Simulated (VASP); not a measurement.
A run of VASP 6.6.1:

The input POSCAR:

```
Si
1.0
    0.0000000000      2.7221053414      2.5043369141
    2.7221053414      0.0000000000      2.5043369141
    2.7221053414      2.7221053414      0.0000000000
Si
2
Direct
    0.5000000000      0.5000000000      0.5000000000
    0.7500000000      0.7500000000      0.7500000000
```

File INCAR.step1:

```
SYSTEM = Si
PREC = Accurate ; ENCUT = 520
ISMEAR = 0 ; SIGMA = 0.05
LREAL = .False. ; LASPH = .True.
NELM = 100 ; NBANDS = 11
GGA = PE ; ALGO = Normal
EDIFF = 1E-4 ; LWAVE = .True.
LCHARG = .False.
```

INCAR.step2

```
SYSTEM = Si
PREC = Accurate ; ENCUT = 520
EDIFF = 1E-6 ; ISMEAR = 0
SIGMA = 0.05 ; LREAL = .False.
LASPH = .True. ; NELM = 100
ALGO = Normal ; ISIF = 2
LWAVE = .False. ; LCHARG = .False.
METAGGA = R2SCAN ; LMIXTAU = .True.
NBANDS = 11 ; ISTART = 1
```

File KPOINTS:

```
regular mesh
0
Gamma
  8 8 8
  0 0 0
```

Potentials or basis: VASP PAW PBE potentials, release 64 (Si).

The run is started by

```sh
$ cat potpaw_PBE.64/Si/POTCAR > POTCAR
$ cp INCAR.step1 INCAR
$ mpirun -np 1 vasp_std > vasp.out
$ cp INCAR.step2 INCAR
$ mpirun -np 1 vasp_std > vasp.out
```

Hardware: 1 thread of Intel Xeon 8259CL (shared host).

Problem. Estimate the wall time of this run.

Solution. Wall time 100 s on 1 thread of Intel Xeon 8259CL (shared host), peak memory 0.17 GiB. Counts: k points 59.
